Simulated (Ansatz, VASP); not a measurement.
## Sb2Br3 in VASP and in Ansatz

```
Sb Br
1.0
     2.38692    1.37809    8.91248
    -2.38692    1.37809    8.91248
     0.00000   -2.75618    8.91248
Sb Br
2 3
Direct
  0.38214 0.38214 0.38214
  0.61786 0.61786 0.61786
  0.00000 0.00000 0.00000
  0.23366 0.23366 0.23366
  0.76634 0.76634 0.76634
```

Alike in both runs: functional PBE; k mesh 6 × 6 × 6; occupations gaussian, width 0.1 eV; no spin polarisation.

Ansatz relaxed the structure, and its values are those at the end. VASP's run is a single point on that final structure, the one shown.

```csv
,VASP,Ansatz
version,VASP 6.6.1,Ansatz 0.2.0
potentials or method,"VASP PAW PBE potentials, release 64 (Sb, Br), cutoff 520 eV","scalar-relativistic, plane waves, PAW"
valence electrons in the cell,31,51
```

```tsv
	VASP	Ansatz	Ansatz less VASP
gap on the k mesh at the Fermi level (eV)	none	none	-
pressure (GPa)	0.1	0.1	+0.10
rms of the force components (eV/Å)	0.007	0.003	-0.0034
```

A gap of «none» marks a metal or a gap that the smearing closes. VASP's potentials hold 31 valence electrons a cell and Ansatz's 51, so a difference there can come from the potentials and not from the codes.

Neither program's run includes spin-orbit coupling.
